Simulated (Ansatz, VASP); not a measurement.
**Hf: VASP beside Ansatz**

```xyz
2
Lattice="3.1712 0.0000 0.0000 -1.5856 2.7463 0.0000 0.0000 0.0000 5.0167" Properties=species:S:1:pos:R:3 pbc="T T T"
Hf    0.0000    1.8309    1.2542
Hf    1.5856    0.9154    3.7625
```

Alike in both runs: functional PBE; dispersion D3(BJ); k mesh 15 × 15 × 8; occupations gaussian, width 0.1 eV; no spin polarisation.

Ansatz relaxed the structure, and its values are those at the end. VASP's run is a single point on that final structure, the one shown.

```csv
,VASP,Ansatz
version,VASP 6.6.1,Ansatz 0.2.0
potentials or method,"VASP PAW PBE potentials, release 64 (Hf_pv), cutoff 500 eV","scalar-relativistic, plane waves, PAW"
valence electrons in the cell,20,52
```

Ansatz gave:

| Item | Value |
| --- | --- |
| gap on the k mesh at the Fermi level (eV) | none |
| pressure (GPa) | 0.0 |

Estimate VASP's values.

gap on the k mesh at the Fermi level (eV): none; pressure (GPa): -0.4.

A gap of «none» marks a metal or a gap that the smearing closes. VASP's potentials hold 20 valence electrons a cell and Ansatz's 52, so a difference there can come from the potentials and not from the codes.

Neither program's run includes spin-orbit coupling.
